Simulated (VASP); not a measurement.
# Ge2Sb2O (Imm2) in VASP: single point with PBE

Aim: the single point of Ge2Sb2O with PBE.

Everything below comes from runs of VASP 6.6.1. Logs are shortened: lines on timing, memory, paths and dates and some standing lists are left out, and cuts for length are marked.

## Step 1: The cell of the first run

The structure is orthorhombic, space group Imm2 (No. 44). Conventional cell: a = 4.192 Å, b = 11.418 Å, c = 5.879 Å, α = 90.00°, β = 90.00°, γ = 90.00°. Within 2.4 Å of Ge (site symmetry m) lie 1 O at 1.84 Å. Within 3.8 Å of Sb (site symmetry m) lie 3 Ge at 2.72 to 2.73 Å and 1 Sb at 3.27 Å and 2 O at 3.72 Å. Within 2.4 Å of O (site symmetry mm2) lie 2 Ge at 1.84 Å.

## Step 2: Single point, PBE

The input, INCAR:

```
SYSTEM = Ge2Sb2O
PREC = Accurate
ENCUT = 520
EDIFF = 1E-6
ISMEAR = 0
SIGMA = 0.1
LREAL = .False.
LASPH = .True.
NELM = 60
ALGO = Normal
ISIF = 2
LWAVE = .False.
LCHARG = .False.
GGA = PE
NBANDS = 30
```

The input, KPOINTS:

```
Automatic mesh
0
Gamma
  10 10 10
  0 0 0
```

The input, POSCAR:

```
Ge2Sb2O
1.0
   -2.0959440657      5.7088963628      2.9395057579
    2.0959440657     -5.7088963628      2.9395057579
    2.0959440657      5.7088963628     -2.9395057579
Ge Sb O
2 2 1
Direct
    0.6628566640      0.0209705432      0.6418861208
    0.3790844224      0.0209705432      0.3581138792
    0.3678994141      0.2248512914      0.1430481227
    0.0818031687      0.2248512914      0.8569518773
    0.6683563308      0.1683563308      0.5000000000
```

Potentials or basis: VASP PAW PBE potentials, release 64 (Ge_d, Sb, O).

On the command line:

```bash
> cat potpaw_PBE.64/Ge_d/POTCAR potpaw_PBE.64/Sb/POTCAR potpaw_PBE.64/O/POTCAR > POTCAR
> mpirun -np 1 vasp_std > vasp.out
```

OUTCAR:

```text
SYSTEM = Ge2Sb2O
   PREC = Accurate
   ENCUT = 520
   EDIFF = 1E-6
   ISMEAR = 0
   LREAL = .False.
   LASPH = .True.
   NELM = 60
   ISIF = 2
   GGA = PE

 ion  position               nearest neighbor table
   1  0.663  0.021  0.642-   5 1.84   3 2.72   3 2.72   4 2.73
   2  0.379  0.021  0.358-   5 1.84   4 2.72   4 2.72   3 2.73
   3  0.368  0.225  0.143-   1 2.72   1 2.72   2 2.73   4 3.27
   4  0.082  0.225  0.857-   2 2.72   2 2.72   1 2.73   3 3.27
   5  0.668  0.168  0.500-   1 1.84   2 1.84

  LATTYP: Found a body centered orthorhombic cell.
 ALAT       =     4.1918881314
 B/A-ratio  =     1.4024733799
 C/A-ratio  =     2.7237827842

  Lattice vectors:

 A1 = (  -2.0959440657,   5.7088963628,  -2.9395057579)
 A2 = (   2.0959440657,   5.7088963628,   2.9395057579)
 A3 = (   2.0959440657,  -5.7088963628,  -2.9395057579)

Analysis of symmetry for initial positions (statically):
=====================================================================
 Subroutine PRICEL returns:
 Original cell was already a primitive cell.

 Routine SETGRP: Setting up the symmetry group for a
 body centered orthorhombic supercell.

 Subroutine GETGRP returns: Found  4 space group operations
 (whereof  4 operations were pure point group operations)
 out of a pool of  8 trial point group operations.

The static configuration has the point symmetry C_2v.

Analysis of symmetry for dynamics (positions and initial velocities):
=====================================================================
 Subroutine PRICEL returns:
 Original cell was already a primitive cell.

 Routine SETGRP: Setting up the symmetry group for a
 body centered orthorhombic supercell.

 Subroutine GETGRP returns: Found  4 space group operations
 (whereof  4 operations were pure point group operations)
 out of a pool of  8 trial point group operations.

The dynamic configuration has the point symmetry C_2v.

 Subroutine INISYM returns: Found  4 space group operations
 (whereof  4 operations are pure point group operations),
 and found     1 'primitive' translations

----------------------------------------------------------------------------------------

                                     Primitive cell

  volume of cell :     140.6909

  direct lattice vectors                    reciprocal lattice vectors
    -2.095944066  5.708896363  2.939505758     0.000000000  0.087582602  0.170096622
     2.095944066 -5.708896363  2.939505758     0.238555984  0.000000000  0.170096622
     2.095944066  5.708896363 -2.939505758     0.238555984  0.087582602  0.000000000

  length of vectors
     6.754640872  6.754640872  6.754640872     0.191320603  0.292987745  0.254125304

  position of ions in fractional coordinates (direct lattice)
     0.662856664  0.020970543  0.641886121
     0.379084422  0.020970543  0.358113879
     0.367899414  0.224851291  0.143048123
     0.081803169  0.224851291  0.856951877
     0.668356331  0.168356331  0.500000000

  ion indices of the primitive-cell ions
   primitive index   ion index
                 1           1
                 2           2
                 3           3
                 4           4
                 5           5

----------------------------------------------------------------------------------------

 KPOINTS: Automatic mesh

Automatic generation of k-mesh.
 Grid dimensions read from file:
 generate k-points for:   10   10   10

 Generating k-lattice:

  Cartesian coordinates                     Fractional coordinates (reciprocal lattice)
     0.000000000  0.008758260  0.017009662     0.100000000  0.000000000 -0.000000000
     0.023855598  0.000000000  0.017009662     0.000000000  0.100000000  0.000000000
     0.023855598  0.008758260  0.000000000    -0.000000000  0.000000000  0.100000000

  Length of vectors
     0.019132060  0.029298774  0.025412530

  Shift w.r.t. Gamma in fractional coordinates (k-lattice)
     0.000000000  0.000000000  0.000000000

 Subroutine IBZKPT returns following result:
 ===========================================

 Found    171 irreducible k-points:

 Following reciprocal coordinates:
            Coordinates               Weight
  0.000000  0.000000  0.000000      1.000000
  0.100000 -0.000000  0.000000      4.000000
  0.200000 -0.000000  0.000000      4.000000
  0.300000 -0.000000  0.000000      4.000000
  0.400000 -0.000000  0.000000      4.000000
  0.500000 -0.000000  0.000000      2.000000
[... 16 lines left out ...]
 -0.400000  0.200000 -0.000000      8.000000
 -0.300000  0.200000 -0.000000      8.000000
 [... further k-points ...]
   k-points           NKPTS =    171   k-points in BZ     NKDIM =    171   number of bands    NBANDS=     30
   number of dos      NEDOS =    301   number of ions     NIONS =      5
   total plane-waves  NPLWV = 125000
   dimension x,y,z NGX =    50 NGY =   50 NGZ =   50
   dimension x,y,z NGXF=   100 NGYF=  100 NGZF=  100
   ions per type =               2   2   1
   NGX,Y,Z   is equivalent  to a cutoff of  12.31, 12.31, 12.31 a.u.
   NGXF,Y,Z  is equivalent  to a cutoff of  24.61, 24.61, 24.61 a.u.
 SYSTEM =  Ge2Sb2O
   PREC   = accura    normal or accurate (medium, high low for compatibility)
   ISTART =      0    job   : 0-new  1-cont  2-samecut
   ICHARG =      2    charge: 1-file 2-atom 10-const
   ISPIN  =      1    spin polarized calculation?
   LNONCOLLINEAR =      F non collinear calculations
   LSORBIT =      F    spin-orbit coupling
   LASPH  =      T    aspherical Exc in radial PAW
   ENCUT  =  520.0 eV  38.22 Ry    6.18 a.u.  12.56 12.56 12.56*2*pi/ulx,y,z
   NELM   =     60;   NELMIN=  2; NELMDL= -5     # of ELM steps
   EDIFF  = 0.1E-05   stopping-criterion for ELM
   LREAL  =      F    real-space projection
   EDIFFG = 0.1E-04   stopping-criterion for IOM
   NSW    =      0    number of steps for IOM
   IBRION =     -1    ionic relax: 0-MD 1-quasi-New 2-CG
   NFREE  =      0    steps in history (QN), initial steepest desc. (CG)
   ISIF   =      2    stress and relaxation
   ISYM   =      2    0-nonsym 1-usesym 2-fastsym
   POTIM  = 0.5000    time-step for ionic-motion
   TEBEG  =    0.0;   TEEND  =   0.0 temperature during run
   PSTRESS=    0.0 pullay stress
   NELECT =      44.0000    total number of electrons
   NUPDOWN=      -1.0000    fix difference up-down
   EMIN   =  10.00;   EMAX   =-10.00  energy-range for DOS
   EFERMI =   0.00;   METHOD = LEGACY
   ISMEAR =     0;   SIGMA  =   0.10  broadening in eV -4-tet -1-fermi 0-gaus
   EFERMI_NEDOS =   21; number of points for ismear=-14 and -15
   IALGO  =     38    algorithm
   IMIX   =      4    mixing-type and parameters
     AMIX     =   0.40;   BMIX     =  1.00
     AMIX_MAG =   1.60;   BMIX_MAG =  1.00
  volume/ion in A,a.u.               =      28.14       189.89
  Fermi-wavevector in a.u.,A,eV,Ry     =   1.111229  2.099919 16.800889  1.234830
  Thomas-Fermi vector in A             =   2.247790
   LORBIT       =      0    0 simple, 1 ext, 2 COOP (PROOUT), +10 PAW based schemes
   GGA     = PE    functional components
   LHFCALC =     F    Hartree Fock is set to
   AEXX    =    0.0000 exact exchange contribution
   IVDW    =     0    specifies the selected vdW correction
   LEPSILON=     F    determine dielectric tensor
   LRPA    =     F    only Hartree local field effects (RPA)
 non-spin polarized calculation
 Gauss-broadening in eV      SIGMA  =   0.10
  energy-cutoff  :      520.00
  volume of cell :      140.69
 maximum number of plane-waves:      3817
   NGX = 25   NGY = 25   NGZ = 25

 number of electron      43.9999995 magnetization

 Free energy of the ion-electron system (eV)
  ---------------------------------------------------
  ext. energy  EPLUGINS =         0.00000000
  ---------------------------------------------------
  free energy    TOTEN  =       -23.59067659 eV

  energy without entropy =      -23.58857217  energy(sigma->0) =      -23.58962438

 E-fermi :   3.8392     XC(G=0):  -8.6144

 val. band max:        3.8390268772   @ k =  -0.1000  -0.3000   0.1000
 cond. band min:       3.8614797538   @ k =  -0.2000  -0.3000   0.2000
 fundamental gap:      0.0224528766
 Fermi energy:         3.8392316661

 k-point     1 :       0.0000    0.0000    0.0000
  band No.  band energies     occupation
      1     -21.2286      2.00000
      2     -21.0845      2.00000
      3     -21.0444      2.00000
      4     -21.0444      2.00000
      5     -21.0416      2.00000
      6     -21.0352      2.00000
[... 22 lines left out ...]
     29       8.9845      0.00000
     30       9.1859      0.00000

 k-point     2 :       0.1000   -0.0000    0.0000
  band No.  band energies     occupation
      1     -21.2287      2.00000
      2     -21.0845      2.00000
      3     -21.0446      2.00000
      4     -21.0444      2.00000
      5     -21.0417      2.00000
      6     -21.0352      2.00000
[... 22 lines left out ...]
     29       9.0584      0.00000
     30       9.0589      0.00000

 k-point     3 :       0.2000   -0.0000    0.0000
  band No.  band energies     occupation
      1     -21.2287      2.00000
      2     -21.0844      2.00000
      3     -21.0450      2.00000
      4     -21.0442      2.00000
      5     -21.0419      2.00000
      6     -21.0351      2.00000
[... 22 lines left out ...]
     29       8.7451      0.00000
     30       9.2771      0.00000

 k-point     4 :       0.3000   -0.0000    0.0000
  band No.  band energies     occupation
      1     -21.2288      2.00000
      2     -21.0843      2.00000
      3     -21.0456      2.00000
      4     -21.0440      2.00000
      5     -21.0421      2.00000
      6     -21.0350      2.00000
[... 616 lines left out ...]
     29       8.3245      0.00000
     30       9.7540      0.00000

 k-point    23 :      -0.4000    0.2000   -0.0000
  band No.  band energies     occupation
      1     -21.2285      2.00000
      2     -21.0840      2.00000
      3     -21.0459      2.00000
      4     -21.0449      2.00000
      5     -21.0428      2.00000
      6     -21.0342      2.00000
[... 22 lines left out ...]
     29       8.4195      0.00000
     30       9.4446      0.00000

 k-point    24 :      -0.3000    0.2000   -0.0000
  band No.  band energies     occupation
      1     -21.2285      2.00000
      2     -21.0841      2.00000
      3     -21.0456      2.00000
      4     -21.0449      2.00000
      5     -21.0427      2.00000
      6     -21.0342      2.00000
[... 22 lines left out ...]
     29       8.5837      0.00000
     30       9.0955      0.00000

 [... further k-points ...]

------------------------ aborting loop because EDIFF is reached ----------------------------------------

  FORCE on cell =-STRESS in cart. coord.  units (eV):
  Direction    XX          YY          ZZ          XY          YZ          ZX
  --------------------------------------------------------------------------------------
  -------------------------------------------------------------------------------------
  Total        0.0197176      0.0593507      0.0502815      0.0000000      0.0000000      0.0000000
  in kB        0.2245422      0.6758811      0.5726021      0.0000000      0.0000000      0.0000000
  external PRESSURE =       0.4910084 kB  Pullay stress =       0.0000000 kB

 VOLUME and BASIS-vectors are now :
 -----------------------------------------------------------------------------
  energy-cutoff  :      520.00
  volume of cell :      140.69
      direct lattice vectors                 reciprocal lattice vectors
    -2.095944066  5.708896363  2.939505758     0.000000000  0.087582602  0.170096622
     2.095944066 -5.708896363  2.939505758     0.238555984  0.000000000  0.170096622
     2.095944066  5.708896363 -2.939505758     0.238555984  0.087582602  0.000000000

 POSITION                                       TOTAL-FORCE (eV/Angst)
 -----------------------------------------------------------------------------------
      0.00000      7.32892      0.12329         0.000000      0.014370      0.016256
      0.00000      4.08887      0.12329         0.000000     -0.014370      0.016256
      0.00000      1.63329      1.32190        -0.000000     -0.022504     -0.017583
      2.09594      4.07560     -1.61760        -0.000000      0.022504     -0.017583
      0.00000      5.70890      0.98977        -0.000000      0.000000      0.002653
 -----------------------------------------------------------------------------------
    total drift:                                0.000000      0.000000      0.000347

  FREE ENERGIE OF THE ION-ELECTRON SYSTEM (eV)
  ---------------------------------------------------
  free  energy   TOTEN  =       -23.5906765922 eV

  energy  without entropy=      -23.5885721719  energy(sigma->0) =      -23.58962438
```

Wall time 11 min (1 thread of Intel Xeon 6975P-C (Granite Rapids), shared host); peak memory 0.83 GiB.

Results:

```
Free energy            : -23.5907 eV
Pressure               : 0.0 GPa
Largest force          : 0.029 eV/Å
Band gap on the k mesh : zero (bands 22 and 23 overlap by 0.18 eV)
```

Forces in eV/Å, atoms in the order of the input:
```
Ge   0.000  0.014  0.016
Ge   0.000 -0.014  0.016
Sb   0.000 -0.023 -0.018
Sb   0.000  0.023 -0.018
O    0.000  0.000  0.003
```

Caveat: semilocal functionals underestimate gaps, and a narrow one can read as zero; spin-orbit coupling is left out, which moves the levels of the heavy elements.

The gap in the log of VASP goes by the Fermi energy; the results here count the filled bands.